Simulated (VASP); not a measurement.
A run of VASP 6.6.1 is set up as follows.

File INCAR:

```
SYSTEM = Sr
PREC = Accurate ; ENCUT = 500
EDIFF = 1E-6 ; ISMEAR = 0
SIGMA = 0.1 ; LREAL = .False.
LASPH = .True. ; NELM = 120
ALGO = Normal ; ISIF = 2
LWAVE = .False. ; LCHARG = .False.
GGA = PS ; NBANDS = 17
GGA_COMPAT = .False.
```

The input KPOINTS:

```
Automatic mesh
0
Gamma
  10 10 10
  0 0 0
```

The input POSCAR:

```
Sr
1.0
   -3.5960850062      3.6069166844      1.9388888003
    3.6365025355     -3.6069166844      2.0130159658
    3.5960850062      3.6069166844     -1.9388888003
Sr
2
Direct
    0.7631491362      0.2669060165      0.5037568803
   -0.0131491362     -0.0169060165     -0.0037568803
```

Potentials or basis: VASP PAW PBE potentials, release 64 (Sr_sv).

Launch:

```sh
$ cat potpaw_PBE.64/Sr_sv/POTCAR > POTCAR
$ mpirun -np 1 vasp_std > vasp.out
```

Task: Estimate the largest force.

Result: 0.097 eV/Å.

Task: What does it give for the pressure?

Result: 0.0 GPa.

Task: Predict the band gap on the k mesh.

Result: Zero (band 10 reaches 1.89 eV, above the bottom of band 11 at 1.43 eV).

Forces on the atoms (eV/Å):
```
Sr  -0.092  0.000  0.030
Sr   0.092  0.000 -0.030
```

Caveat: the cell differs from its parent crystal (strained and its atoms moved); the PAW data sets were made with another functional, which shifts forces and pressure a little.
